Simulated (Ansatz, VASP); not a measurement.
## Co in VASP and in Ansatz

```xyz
4
Lattice="-4.5561 -0.0886 4.5467 0.1293 2.2886 2.3583 -2.3245 2.2501 -0.0907" Properties=species:S:1:pos:R:3 pbc="T T T"
Co   -3.2442    2.6753    3.9724
Co   -5.3464    4.6994    6.2013
Co   -5.6002    2.8231    6.2606
Co   -7.6885    4.9545    8.4236
```

Alike in both runs: task single point; functional PBE; k mesh 1 × 3 × 3; occupations fermi-dirac, width 0.15 eV; collinear spin.

|  | VASP | Ansatz |
| --- | --- | --- |
| version | VASP 6.6.1 | Ansatz 0.2 development build |
| potentials or method | VASP PAW PBE potentials, release 64 (Co), cutoff 600 eV | all-electron full-potential LAPW, scalar-relativistic |

```tsv
	VASP	Ansatz	Ansatz less VASP
pressure (GPa)	6.1	7.3	+1.21
traceless stress, the component that is largest in VASP (GPa)	7.46	8.68	+1.225
rms of the force components (eV/Å)	1.749	1.889	+0.1402
net moment per atom (μB)	1.76	1.74	-0.012
size of the moment on the site where the two differ most (μB)	1.87	1.82	-0.052
```

Site moments also hang on the region over which each program counts them. Atom by atom the forces differ by 0.141 eV/Å (rms over components). Ansatz ran all-electron here, and VASP with PAW potentials.

The k mesh is coarse, so the values compare programs but aren't converged.
